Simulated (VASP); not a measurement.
A run of VASP 6.6.1 is set up as follows.

POSCAR

```
Rh
1.0
    2.6900143566      0.0000000000      0.0000000000
   -1.3450071783      2.3296207694      0.0000000000
    0.0000000000      0.0000000000      4.4284890000
Rh
2
Direct
    0.6666666667      0.3333333333      0.7500000000
    0.3333333333      0.6666666667      0.2500000000
```

INCAR.step1

```
ALGO = Normal
EDIFF = 1E-4
ENCUT = 520
GGA = PE
ISMEAR = 0
LASPH = True
LCHARG = False
LREAL = False
LWAVE = True
NBANDS = 22
NELM = 60
PREC = Accurate
SIGMA = 0.15
```

The input INCAR.step2:

```
ALGO = Normal
EDIFF = 1E-6
ENCUT = 520
ISIF = 2
ISMEAR = 0
ISTART = 1
LASPH = True
LCHARG = False
LMIXTAU = True
LREAL = False
LWAVE = False
METAGGA = R2SCAN
NBANDS = 22
NELM = 60
PREC = Accurate
SIGMA = 0.15
```

KPOINTS

```
k-points
0
Gamma
  18 18 12
```

Potentials or basis: VASP PAW PBE potentials, release 64 (Rh_pv).

The run is started by

```sh
$ cat potpaw_PBE.64/Rh_pv/POTCAR > POTCAR
$ cp INCAR.step1 INCAR
$ mpirun -np 1 vasp_std > vasp.out
$ cp INCAR.step2 INCAR
$ mpirun -np 1 vasp_std > vasp.out
```

Question: What does it give for the pressure?

Answer: -0.9 GPa.

Question: What does it give for the band gap on the k mesh?

Answer: Zero (bands 15 and 16 overlap by 2.51 eV).

Stress tensor (GPa, compression positive):
```
 0.91  0.00  0.00
 0.00  0.91  0.00
 0.00  0.00 -4.63
```

Caveat: the cell differs from its parent crystal (strain -0.015 along x and y, +0.000 along z); the stress differs along the axes, from -5 to 1 GPa; the PAW data sets were made with another functional, which shifts forces and pressure a little.
